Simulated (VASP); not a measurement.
A run of VASP 6.6.1 is set up as follows.

Contents of INCAR:

```
SYSTEM = CoO
PREC     = Accurate       ! precision mode
ENCUT    = 520            ! plane-wave cutoff, eV
EDIFF    = 1E-6           ! SCF threshold, eV
ISMEAR   = 0              ! smearing method
SIGMA    = 0.1            ! smearing width, eV
LREAL    = .False.        ! projectors in reciprocal space
LASPH    = .True.         ! aspherical terms in the spheres
NELM     = 150            ! most SCF steps
ALGO     = Normal         ! electronic algorithm
ISIF     = 2              ! what is computed and relaxed
LWAVE    = .False.        ! write WAVECAR
LCHARG   = .False.        ! write CHGCAR
ISPIN    = 2              ! spin polarisation
MAGMOM   = 2.7 0.34       ! initial moments
LORBIT   = 11             ! projections on sites
LMAXMIX  = 4              ! l up to which the mixer works
GGA      = CA             ! functional
NBANDS   = 18             ! bands
```

File KPOINTS:

```
regular mesh
0
Gamma
  18 18 18
  0 0 0
```

The input POSCAR:

```
CoO
1.0
    1.4981285242      0.8649449068      2.1617482947
   -1.4981285242      0.8649449068      2.1617482947
    0.0000000000     -1.7298898135      2.1617482947
Co O
1 1
Direct
    0.0000000000      0.0000000000      0.0000000000
    0.5000000000      0.5000000000      0.5000000000
```

Potentials or basis: VASP PAW LDA potentials, release 64 (Co, O).

Command:

```console
$ cat potpaw_LDA.64/Co/POTCAR potpaw_LDA.64/O/POTCAR > POTCAR
$ mpirun -np 1 vasp_std > vasp.out
```

Task: Predict the net moment.

Result: 2.02 μB per cell.

Task: What does it give for the pressure?

Result: -2.1 GPa.

Task: What does it give for the site moments?

Result: Co +1.81; O +0.17 μB.

Stress tensor (GPa, compression positive):
```
-2.30  0.00  0.00
 0.00 -2.30  0.00
 0.00  0.00 -1.62
```

Caveat: a cell with one magnetic atom can't hold antiferromagnetic order, which such compounds often take.
